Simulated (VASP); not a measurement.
# Ga2W (I4_1/amd) in VASP: single point with PBE

Aim: the single point of Ga2W with PBE.

Everything below comes from runs of VASP 6.6.1. Logs are shortened: lines on timing, memory, paths and dates and some standing lists are left out, and cuts for length are marked.

## 1. The cell of the first run

The structure is tetragonal, space group I4_1/amd (No. 141). Conventional cell: a = 3.905 Å, b = 3.905 Å, c = 13.579 Å, α = 90.00°, β = 90.00°, γ = 90.00°. Within 3.0 Å of Ga (site symmetry 2mm) lie 3 Ga at 2.25 to 2.27 Å and 6 W at 2.99 Å. W (site symmetry -4m2) has 12 Ga at 2.99 Å within 3.9 Å.

## 2. Single point, PBE

Contents of INCAR:

```
SYSTEM = Ga2W
PREC = Accurate
ENCUT = 520
EDIFF = 1E-6
ISMEAR = 0
SIGMA = 0.1
LREAL = .False.
LASPH = .True.
NELM = 80
ALGO = Fast
ISIF = 2
LWAVE = .False.
LCHARG = .True.
GGA = PE
LELF = .True.
LVHAR = .True.
NBANDS = 49
```

Contents of KPOINTS:

```
Automatic mesh
0
Gamma
  6 6 6
  0 0 0
```

Contents of POSCAR:

```
Ga2W
1.0
   -1.9527014835      1.9527014835      6.7894947850
    1.9527014835     -1.9527014835      6.7894947850
    1.9527014835      1.9527014835     -6.7894947850
Ga W
4 2
Direct
    0.4165000000      0.4165000000      0.0000000000
    0.1665000000      0.6665000000      0.5000000000
    0.3335000000      0.8335000000      0.5000000000
    0.5835000000      0.5835000000      0.0000000000
    0.0000000000      0.0000000000      0.0000000000
    0.7500000000      0.2500000000      0.5000000000
```

Potentials or basis: VASP PAW PBE potentials, release 64 (Ga_d, W_sv).

Started as:

```console
> cat potpaw_PBE.64/Ga_d/POTCAR potpaw_PBE.64/W_sv/POTCAR > POTCAR
> mpirun -np 1 vasp_std > vasp.out
```

OUTCAR:

```text
SYSTEM = Ga2W
   PREC = Accurate
   ENCUT = 520
   EDIFF = 1E-6
   ISMEAR = 0
   LREAL = .False.
   LASPH = .True.
   NELM = 80
   ISIF = 2
   GGA = PE

 ion  position               nearest neighbor table
   1  0.416  0.416  0.000-   3 2.25   3 2.25   4 2.27   5 2.99   5 2.99   5 2.99   5 2.99   6 2.99
                             6 2.99
   2  0.166  0.666  0.500-   4 2.25   4 2.25   3 2.27   6 2.99   6 2.99   6 2.99   6 2.99   5 2.99
                             5 2.99
   3  0.334  0.834  0.500-   1 2.25   1 2.25   2 2.27   6 2.99   6 2.99   6 2.99   6 2.99   5 2.99
                             5 2.99
   4  0.584  0.584  0.000-   2 2.25   2 2.25   1 2.27   5 2.99   5 2.99   5 2.99   5 2.99   6 2.99
                             6 2.99
   5  0.000  0.000  0.000-   4 2.99   4 2.99   4 2.99   1 2.99   4 2.99   1 2.99   1 2.99   1 2.99
                             3 2.99   2 2.99   3 2.99   2 2.99
   6  0.750  0.250  0.500-   3 2.99   3 2.99   3 2.99   2 2.99   3 2.99   2 2.99   2 2.99   2 2.99
                             4 2.99   4 2.99   1 2.99   1 2.99

  LATTYP: Found a body centered tetragonal cell.
 ALAT       =     3.9054029670
 C/A-ratio  =     3.4769752788

  Lattice vectors:

 A1 = (  -1.9527014835,   1.9527014835,   6.7894947850)
 A2 = (   1.9527014835,  -1.9527014835,   6.7894947850)
 A3 = (   1.9527014835,   1.9527014835,  -6.7894947850)

Analysis of symmetry for initial positions (statically):
=====================================================================
 Subroutine PRICEL returns:
 Original cell was already a primitive cell.

 Routine SETGRP: Setting up the symmetry group for a
 body centered tetragonal supercell.

 Subroutine GETGRP returns: Found 16 space group operations
 (whereof  8 operations were pure point group operations)
 out of a pool of 16 trial point group operations.

The static configuration has the point symmetry D_2d.
 The point group associated with its full space group is D_4h.

Analysis of symmetry for dynamics (positions and initial velocities):
=====================================================================
 Subroutine PRICEL returns:
 Original cell was already a primitive cell.

 Routine SETGRP: Setting up the symmetry group for a
 body centered tetragonal supercell.

 Subroutine GETGRP returns: Found 16 space group operations
 (whereof  8 operations were pure point group operations)
 out of a pool of 16 trial point group operations.

The dynamic configuration has the point symmetry D_2d.
 The point group associated with its full space group is D_4h.

 Subroutine INISYM returns: Found 16 space group operations
 (whereof  8 operations are pure point group operations),
 and found     1 'primitive' translations

----------------------------------------------------------------------------------------

                                     Primitive cell

  volume of cell :     103.5545

  direct lattice vectors                    reciprocal lattice vectors
    -1.952701484  1.952701484  6.789494785     0.000000000  0.256055523  0.073643182
     1.952701484 -1.952701484  6.789494785     0.256055523  0.000000000  0.073643182
     1.952701484  1.952701484 -6.789494785     0.256055523  0.256055523  0.000000000

  length of vectors
     7.329619745  7.329619745  7.329619745     0.266435263  0.266435263  0.362117194

  position of ions in fractional coordinates (direct lattice)
     0.416500000  0.416500000  0.000000000
     0.166500000  0.666500000  0.500000000
     0.333500000  0.833500000  0.500000000
     0.583500000  0.583500000  0.000000000
     0.000000000  0.000000000  0.000000000
     0.750000000  0.250000000  0.500000000

  ion indices of the primitive-cell ions
   primitive index   ion index
                 1           1
                 2           2
                 3           3
                 4           4
                 5           5
                 6           6

----------------------------------------------------------------------------------------

 KPOINTS: Automatic mesh

Automatic generation of k-mesh.
 Grid dimensions read from file:
 generate k-points for:    6    6    6

 Generating k-lattice:

  Cartesian coordinates                     Fractional coordinates (reciprocal lattice)
     0.000000000  0.042675921  0.012273864     0.166666667  0.000000000  0.000000000
     0.042675921  0.000000000  0.012273864     0.000000000  0.166666667  0.000000000
     0.042675921  0.042675921  0.000000000     0.000000000  0.000000000  0.166666667

  Length of vectors
     0.044405877  0.044405877  0.060352866

  Shift w.r.t. Gamma in fractional coordinates (k-lattice)
     0.000000000  0.000000000  0.000000000

 Subroutine IBZKPT returns following result:
 ===========================================

 Found     30 irreducible k-points:

 Following reciprocal coordinates:
            Coordinates               Weight
  0.000000  0.000000  0.000000      1.000000
  0.166667 -0.000000  0.000000      8.000000
  0.333333 -0.000000  0.000000      8.000000
  0.500000 -0.000000  0.000000      4.000000
  0.166667  0.166667  0.000000      8.000000
  0.333333  0.166667  0.000000     16.000000
[... 16 lines left out ...]
 -0.333333 -0.333333  0.166667      8.000000
 -0.166667 -0.333333  0.166667      8.000000
 [... further k-points ...]
   k-points           NKPTS =     30   k-points in BZ     NKDIM =     30   number of bands    NBANDS=     49
   number of dos      NEDOS =    301   number of ions     NIONS =      6
   total plane-waves  NPLWV = 175616
   dimension x,y,z NGX =    56 NGY =   56 NGZ =   56
   dimension x,y,z NGXF=   112 NGYF=  112 NGZF=  112
   ions per type =               4   2
   NGX,Y,Z   is equivalent  to a cutoff of  12.70, 12.70, 12.70 a.u.
   NGXF,Y,Z  is equivalent  to a cutoff of  25.40, 25.40, 25.40 a.u.
 SYSTEM =  Ga2W
   PREC   = accura    normal or accurate (medium, high low for compatibility)
   ISTART =      0    job   : 0-new  1-cont  2-samecut
   ICHARG =      2    charge: 1-file 2-atom 10-const
   ISPIN  =      1    spin polarized calculation?
   LNONCOLLINEAR =      F non collinear calculations
   LSORBIT =      F    spin-orbit coupling
   LASPH  =      T    aspherical Exc in radial PAW
   ENCUT  =  520.0 eV  38.22 Ry    6.18 a.u.  13.63 13.63 13.63*2*pi/ulx,y,z
   NELM   =     80;   NELMIN=  2; NELMDL= -5     # of ELM steps
   EDIFF  = 0.1E-05   stopping-criterion for ELM
   LREAL  =      F    real-space projection
   EDIFFG = 0.1E-04   stopping-criterion for IOM
   NSW    =      0    number of steps for IOM
   IBRION =     -1    ionic relax: 0-MD 1-quasi-New 2-CG
   NFREE  =      0    steps in history (QN), initial steepest desc. (CG)
   ISIF   =      2    stress and relaxation
   ISYM   =      2    0-nonsym 1-usesym 2-fastsym
   POTIM  = 0.5000    time-step for ionic-motion
   TEBEG  =    0.0;   TEEND  =   0.0 temperature during run
   PSTRESS=    0.0 pullay stress
   NELECT =      80.0000    total number of electrons
   NUPDOWN=      -1.0000    fix difference up-down
   EMIN   =  10.00;   EMAX   =-10.00  energy-range for DOS
   EFERMI =   0.00;   METHOD = LEGACY
   ISMEAR =     0;   SIGMA  =   0.10  broadening in eV -4-tet -1-fermi 0-gaus
   EFERMI_NEDOS =   21; number of points for ismear=-14 and -15
   IALGO  =     68    algorithm
   IMIX   =      4    mixing-type and parameters
     AMIX     =   0.40;   BMIX     =  1.00
     AMIX_MAG =   1.60;   BMIX_MAG =  1.00
  volume/ion in A,a.u.               =      17.26       116.47
  Fermi-wavevector in a.u.,A,eV,Ry     =   1.502156  2.838664 30.701184  2.256473
  Thomas-Fermi vector in A             =   2.613433
   LORBIT       =      0    0 simple, 1 ext, 2 COOP (PROOUT), +10 PAW based schemes
   GGA     = PE    functional components
   LHFCALC =     F    Hartree Fock is set to
   AEXX    =    0.0000 exact exchange contribution
   IVDW    =     0    specifies the selected vdW correction
   LEPSILON=     F    determine dielectric tensor
   LRPA    =     F    only Hartree local field effects (RPA)
 non-spin polarized calculation
 RMM-DIIS sequential band-by-band and
 Gauss-broadening in eV      SIGMA  =   0.10
  energy-cutoff  :      520.00
  volume of cell :      103.55
 maximum number of plane-waves:      2814
 NGX is ok and might be reduce to    56
   NGX = 27   NGY = 27   NGZ = 27

 number of electron      80.0000004 magnetization

 Free energy of the ion-electron system (eV)
  ---------------------------------------------------
  ext. energy  EPLUGINS =         0.00000000
  ---------------------------------------------------
  free energy    TOTEN  =       -30.98145161 eV

  energy without entropy =      -30.93944517  energy(sigma->0) =      -30.96044839

 E-fermi :   8.0007     XC(G=0): -12.0007

 val. band max:        7.9693033125   @ k =   0.1667   0.1667   0.1667
 cond. band min:       8.0012085010   @ k =  -0.3333   0.5000   0.3333
 fundamental gap:      0.0319051885
 Fermi energy:         8.0007071035

 k-point     1 :       0.0000    0.0000    0.0000
  band No.  band energies     occupation
      1     -66.6741      2.00000
      2     -66.6735      2.00000
      3     -30.8550      2.00000
      4     -30.8550      2.00000
      5     -30.8532      2.00000
      6     -30.8532      2.00000
[... 41 lines left out ...]
     48      10.4040      0.00000
     49      10.9634      0.00000

 k-point     2 :       0.1667   -0.0000    0.0000
  band No.  band energies     occupation
      1     -66.6740      2.00000
      2     -66.6735      2.00000
      3     -30.8600      2.00000
      4     -30.8584      2.00000
      5     -30.8548      2.00000
      6     -30.8525      2.00000
[... 41 lines left out ...]
     48      11.3697      0.00000
     49      11.6956      0.00000

 k-point     3 :       0.3333   -0.0000    0.0000
  band No.  band energies     occupation
      1     -66.6738      2.00000
      2     -66.6734      2.00000
      3     -30.8704      2.00000
      4     -30.8685      2.00000
      5     -30.8544      2.00000
      6     -30.8513      2.00000
[... 41 lines left out ...]
     48      11.5434      0.00000
     49      12.4216      0.00000

 k-point     4 :       0.5000   -0.0000    0.0000
  band No.  band energies     occupation
      1     -66.6736      2.00000
      2     -66.6734      2.00000
      3     -30.8756      2.00000
      4     -30.8734      2.00000
      5     -30.8541      2.00000
      6     -30.8507      2.00000
[... 977 lines left out ...]
     48      11.5124      0.00000
     49      13.8445      0.00000

 k-point    23 :      -0.3333   -0.3333    0.1667
  band No.  band energies     occupation
      1     -66.6738      2.00000
      2     -66.6735      2.00000
      3     -30.8608      2.00000
      4     -30.8607      2.00000
      5     -30.8568      2.00000
      6     -30.8568      2.00000
[... 41 lines left out ...]
     48      11.3622      0.00000
     49      13.7553      0.00000

 k-point    24 :      -0.1667   -0.3333    0.1667
  band No.  band energies     occupation
      1     -66.6739      2.00000
      2     -66.6735      2.00000
      3     -30.8609      2.00000
      4     -30.8575      2.00000
      5     -30.8555      2.00000
      6     -30.8518      2.00000
[... 41 lines left out ...]
     48      11.1736      0.00000
     49      13.1032      0.00000

 [... further k-points ...]
[... 5 lines left out ...]
  --------------------------------------------------------------------------------------
  -------------------------------------------------------------------------------------
  Total       -5.9511578     -5.9511578      4.7895352      0.0000000     -0.0000000      0.0000000
  in kB      -92.0752448    -92.0752448     74.1028284      0.0000000     -0.0000000      0.0000000
  external PRESSURE =     -36.6825537 kB  Pullay stress =       0.0000000 kB

 VOLUME and BASIS-vectors are now :
 -----------------------------------------------------------------------------
  energy-cutoff  :      520.00
  volume of cell :      103.55
      direct lattice vectors                 reciprocal lattice vectors
    -1.952701484  1.952701484  6.789494785     0.000000000  0.256055523  0.073643182
     1.952701484 -1.952701484  6.789494785     0.256055523  0.000000000  0.073643182
     1.952701484  1.952701484 -6.789494785     0.256055523  0.256055523  0.000000000

 POSITION                                       TOTAL-FORCE (eV/Angst)
 -----------------------------------------------------------------------------------
      0.00000      0.00000      5.65565        -0.000000     -0.000000      0.021251
      1.95270     -0.00000      2.26090         0.000000      0.000000      0.021251
      1.95270      0.00000      4.52859         0.000000      0.000000     -0.021251
      0.00000      0.00000      7.92334        -0.000000     -0.000000     -0.021251
      0.00000      0.00000      0.00000         0.000000      0.000000     -0.000000
      0.00000      1.95270      3.39475         0.000000      0.000000     -0.000000
 -----------------------------------------------------------------------------------
    total drift:                               -0.000000     -0.000000      0.000000

  FREE ENERGIE OF THE ION-ELECTRON SYSTEM (eV)
  ---------------------------------------------------
  free  energy   TOTEN  =       -30.9814516098 eV

  energy  without entropy=      -30.9394451701  energy(sigma->0) =      -30.96044839
```

Wall time 9 min (1 thread of Intel Xeon Platinum 8375C at 2.90GHz (Ice Lake), shared host); peak memory 0.44 GiB.

What came out:

```
Free energy            : -30.9815 eV
Pressure               : -3.7 GPa
Largest force          : 0.021 eV/Å
Band gap on the k mesh : zero (band 40 reaches 8.44 eV, above the bottom of band 41 at 7.73 eV)
```

Forces on the atoms (eV/Å):
```
Ga   0.000  0.000  0.021
Ga   0.000  0.000  0.021
Ga   0.000  0.000 -0.021
Ga   0.000  0.000 -0.021
W    0.000  0.000  0.000
W    0.000  0.000  0.000
```

Stress tensor (GPa, compression positive):
```
-9.21  0.00  0.00
 0.00 -9.21  0.00
 0.00  0.00  7.41
```

Caveat: the k points lie up to 0.38 Å⁻¹ apart; spin-orbit coupling is left out, which moves the levels of the heavy elements.
